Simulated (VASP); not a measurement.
Set up this calculation in VASP 6.6.1, as the native input.

```
Task                   : electric field gradients
Functional             : PBEsol
Potentials or basis    : VASP PAW PBE potentials, release 64 (Ag, Cl)
Cutoff                 : 520 eV
k mesh                 : 9 × 9 × 9
Occupations            : fermi-dirac, width 0.01 eV
Spin                   : no spin polarisation
Dipole correction      : no
Further INCAR settings : ALGO = Normal; EDIFF = 1e-08; NBANDS = 16
```

The structure of AgCl lies in POSCAR:

```
AgCl
1.0
    3.5013229026      0.0000000000      0.0000000000
    0.0000000000      3.5013229026      0.0000000000
    0.0000000000      0.0000000000      3.5013229026
Ag Cl
1 1
Direct
    0.0000000000      0.0000000000      0.0000000000
    0.5000000000      0.5000000000      0.5000000000
```

One way to write it, as run:

INCAR

```
SYSTEM = AgCl
  ALGO = Normal
  EDIFF = 1E-8
  ENCUT = 520
  GGA = PS
  ISIF = 2
  ISMEAR = -1
  LASPH = .True.
  LCHARG = .False.
  LEFG = .True.
  LREAL = .False.
  LWAVE = .False.
  NBANDS = 16
  NELM = 100
  PREC = Accurate
  SIGMA = 0.01
```

KPOINTS

```
k-points
0
Gamma
  9 9 9
  0 0 0
```

Potentials or basis: VASP PAW PBE potentials, release 64 (Ag, Cl).

The run is started by

```bash
$ cat potpaw_PBE.64/Ag/POTCAR potpaw_PBE.64/Cl/POTCAR > POTCAR
$ mpirun -np 1 vasp_std > vasp.out
```

Results of the run:

```
Pressure                                : -6.5 GPa
Band gap on the k mesh                  : 0.43 eV (least direct gap 1.75 eV)
Largest electric field gradient by atom : under 0.05 V/Å² on every atom
```

Caveat: the cell stands under tension; semilocal functionals underestimate gaps, and a narrow one can read as zero; the PAW data sets were made with another functional, which shifts forces and pressure a little; an odd mesh through Γ misses points on the zone boundary, where band edges can lie.

Run time: 18 s on 1 thread of AMD EPYC 7R13 Processor (Zen 3), on a shared host, peak memory 0.14 GiB.
